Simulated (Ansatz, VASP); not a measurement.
**C in VASP and in Ansatz**

Contents of INCAR:

```
PREC = Accurate
ENCUT = 600
EDIFF = 1E-6
ISMEAR = 0
SIGMA = 0.01
LREAL = F
LASPH = T
NELM = 120
ALGO = Normal
ISIF = 2
LWAVE = F
LCHARG = F
GGA = PE
NBANDS = 11
GGA_COMPAT = F
```

Contents of KPOINTS:

```
regular mesh
0
Gamma
  12 12 12
```

POSCAR

```
C
1.0
    0.0000000000      1.7834000000      1.7834000000
    1.7834000000      0.0000000000      1.7834000000
    1.7834000000      1.7834000000      0.0000000000
C
2
Direct
    0.5000000000      0.5000000000      0.5000000000
    0.7500000000      0.7500000000      0.7500000000
```

Input for Ansatz:

```yaml
crystal:
  lattice:
    - [0.0, 1.7834, 1.7834]
    - [1.7834, 0.0, 1.7834]
    - [1.7834, 1.7834, 0.0]
  atoms:
    - { symbol: C, position: [0.5, 0.5, 0.5] }
    - { symbol: C, position: [0.75, 0.75, 0.75] }
hamiltonian:
  xc: pbe
  pseudopotentials: { kind: paw }
basis:
  ecutwfc: 420
kpoints:
  mp_grid: { grid: [12, 12, 12] }
scf:
  occupations: { method: fixed }
  lower_state_search: "off"
  max_iter: 60
output:
  forces: true
  stress: true
```

Alike in both runs: task single point; functional PBE; k mesh 12 × 12 × 12; no spin polarisation.

|  | VASP | Ansatz |
| --- | --- | --- |
| version | VASP 6.6.1 | Ansatz 0.2.0 |
| potentials or method | VASP PAW PBE potentials, release 64 (C), cutoff 600 eV | PAW, plane waves, scalar-relativistic |
| occupations | gaussian, width 0.01 eV | fixed |
| valence electrons in the cell | 8 | 8 |

```tsv
	VASP	Ansatz	Ansatz less VASP
pressure (GPa)	1.8	1.8	+0.01
```
